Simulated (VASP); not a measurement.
Write the native input for VASP 6.6.1 that does the following.

```
Task                   : single point
Functional             : PBE
Potentials or basis    : VASP PAW PBE potentials, release 64 (Gd, O)
Cutoff                 : 520 eV
k mesh                 : 7 × 7 × 7
Occupations            : fermi-dirac, width 0.05 eV
Spin                   : collinear spin, ferromagnetic start
Starting moments       : [7.0, 0.0] μB
Fixed moment           : 7 μB
Dipole correction      : no
Further INCAR settings : ALGO = Normal; EDIFF = 1e-06; NBANDS = 23
```

The structure of GdO lies in POSCAR:

```
GdO
1.0
    0.0000000000      2.7000000000      2.7000000000
    2.7000000000      0.0000000000      2.7000000000
    2.7000000000      2.7000000000      0.0000000000
Gd O
1 1
Direct
    0.0000000000      0.0000000000      0.0000000000
    0.7500000000      0.7500000000      0.7500000000
```

These files were run (other wordings do the same):

INCAR

```
ALGO = Normal ; EDIFF = 1E-6
ENCUT = 520 ; GGA = PE
ISIF = 2 ; ISMEAR = -1
ISPIN = 2 ; LASPH = True
LCHARG = False ; LMAXMIX = 6
LORBIT = 11 ; LREAL = False
LWAVE = False ; MAGMOM = 7 0
NBANDS = 23 ; NELM = 150
NUPDOWN = 7.0 ; PREC = Accurate
SIGMA = 0.05
```

KPOINTS

```
k-points
0
Gamma
  7 7 7
```

Potentials or basis: VASP PAW PBE potentials, release 64 (Gd, O).

Run with:

```console
$ cat potpaw_PBE.64/Gd/POTCAR potpaw_PBE.64/O/POTCAR > POTCAR
$ mpirun -np 1 vasp_std > vasp.out
```

Results of the run:

```
Pressure                                              : -0.7 GPa
Net moment                                            : 7.00 μB per cell
Site moments                                          : Gd +6.69; O -0.06 μB
Valence electrons inside the program's atomic spheres : Gd 15.25; O 4.99
```

Caveat: the total moment is fixed, so each spin has its own Fermi level and the state may be an excited one; a cell with one magnetic atom can't hold antiferromagnetic order, which such compounds often take.

It took 27 s on 1 thread of Intel(R) Xeon(R) 6975P-C (Granite Rapids), on a shared host, peak memory 0.19 GiB.
